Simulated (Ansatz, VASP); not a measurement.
# One calculation of AlAs, two programs

```
CELL_PARAMETERS angstrom
0.00000 2.86396 2.86396
2.86396 0.00000 2.86396
2.86396 2.86396 0.00000
ATOMIC_POSITIONS crystal
Al 0.00000 0.00000 0.00000
As 0.25000 0.25000 0.25000
```

Alike in both runs: functional PBE; k mesh 8 × 8 × 8; occupations gaussian, width 0.02 eV; no spin polarisation.

Ansatz relaxed the structure, and its values are those at the end. VASP's run is a single point on that final structure, the one shown.

```csv
,VASP,Ansatz
version,VASP 6.6.1,Ansatz 0.2.0
potentials or method,"VASP PAW PBE potentials, release 64 (Al, As), cutoff 520 eV","scalar-relativistic, plane waves, PAW"
valence electrons in the cell,8,18
```

VASP gave:

- gap on the k mesh at the Fermi level (eV): 1.49
- least direct gap on the mesh (eV): 1.78
- pressure (GPa): 0.2

Q: Estimate Ansatz's values.

A: gap on the k mesh at the Fermi level (eV): 1.50; least direct gap on the mesh (eV): 1.78; pressure (GPa): 0.0.

The functional is the same, so the differences come from potentials, cutoffs and numerics. VASP's potentials hold 8 valence electrons a cell and Ansatz's 18, so a difference there can come from the potentials and not from the codes.
